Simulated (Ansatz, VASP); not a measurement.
# Ga4As3P: VASP beside Ansatz

```
Ga P As
1.0
     4.01888    0.00000    0.00000
     0.00000    4.01972    5.68536
     0.00000   -4.01972    5.68536
Ga P As
4 1 3
Direct
  0.00000 0.50760 0.99700
  0.50000 0.99524 0.99524
  0.50000 0.50026 0.50026
  0.00000 0.99700 0.50760
  0.00000 0.87502 0.87502
  0.50000 0.37485 0.87523
  0.00000 0.37480 0.37480
  0.50000 0.87523 0.37485
```

Alike in both runs: functional PBE; k mesh 10 × 6 × 6; no spin polarisation.

Ansatz relaxed the structure, and its values are those at the end. VASP's run is a single point on that final structure, the one shown.

```csv
,VASP,Ansatz
version,VASP 6.6.1,Ansatz 0.2.0
potentials or method,"VASP PAW PBE potentials, release 64 (Ga_d, P, As)","scalar-relativistic, plane waves, PAW"
plane-wave cutoff (eV),520,420
occupations,"gaussian, width 0.01 eV",fixed
valence electrons in the cell,72,102
```

VASP gave:

* gap on the k mesh at the Fermi level (eV): 0.44
* pressure (GPa): 0.1
* rms of the force components (eV/Å): 0.004

What did Ansatz give for the same quantities?

gap on the k mesh at the Fermi level (eV): 0.44; pressure (GPa): 0.0; rms of the force components (eV/Å): 0.000.

VASP's potentials hold 72 valence electrons a cell and Ansatz's 102, so a difference there can come from the potentials and not from the codes.
